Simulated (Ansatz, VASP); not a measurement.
GaO: VASP beside Ansatz

```
Ga O
1.0
     3.45052    0.00000    0.00000
    -1.72526    2.98824    0.00000
     0.00000    0.00000    6.42297
Ga O
2 2
Direct
  0.33333 0.66667 0.25000
  0.66667 0.33333 0.75000
  0.33333 0.66667 0.75000
  0.66667 0.33333 0.25000
```

Change from the starting cell: species swapped into the BN type (P6_3/mmc, No. 194).

Alike in both runs: functional PBE; k mesh 18 × 18 × 8; occupations gaussian, width 0.1 eV; no spin polarisation.

Ansatz relaxed the structure, and its values are those at the end. VASP's run is a single point on that final structure, the one shown.

|  | VASP | Ansatz |
| --- | --- | --- |
| version | VASP 6.6.1 | Ansatz 0.2.0 |
| potentials or method | VASP PAW PBE potentials, release 64 (Ga_d, O), cutoff 520 eV | scalar-relativistic, plane waves, PAW |
| valence electrons in the cell | 38 | 38 |

```csv
,VASP,Ansatz,Ansatz less VASP
gap on the k mesh at the Fermi level (eV),none,none,-
pressure (GPa),0.4,0.0,-0.39
```

A gap of «none» marks a metal or a gap that the smearing closes.
